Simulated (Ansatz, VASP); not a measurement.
One calculation of Ru, two programs

```
Ru
1.0
     0.00000    1.88441    1.88441
     1.88441    0.00000    1.88441
     1.88441    1.88441    0.00000
Ru
1
Cartesian
  0.0000 0.0000 0.0000
```

Alike in both runs: functional PBEsol; k mesh 20 × 20 × 20; occupations gaussian, width 0.1 eV; no spin polarisation.

Ansatz relaxed the structure, and its values are those at the end. VASP's run is a single point on that final structure, the one shown.

|  | VASP | Ansatz |
| --- | --- | --- |
| version | VASP 6.6.1 | Ansatz 0.2.0 |
| potentials or method | VASP PAW PBE potentials, release 64 (Ru_pv), cutoff 500 eV | scalar-relativistic, plane waves, PAW |
| valence electrons in the cell | 14 | 16 |

|  | VASP | Ansatz | Ansatz less VASP |
| --- | --- | --- | --- |
| gap on the k mesh at the Fermi level (eV) | none | none | - |
| pressure (GPa) | 0.0 | 0.0 | +0.03 |

VASP's potentials were made for PBE, not for PBEsol. A gap of «none» marks a metal or a gap that the smearing closes. VASP's potentials hold 14 valence electrons a cell and Ansatz's 16, so a difference there can come from the potentials and not from the codes.
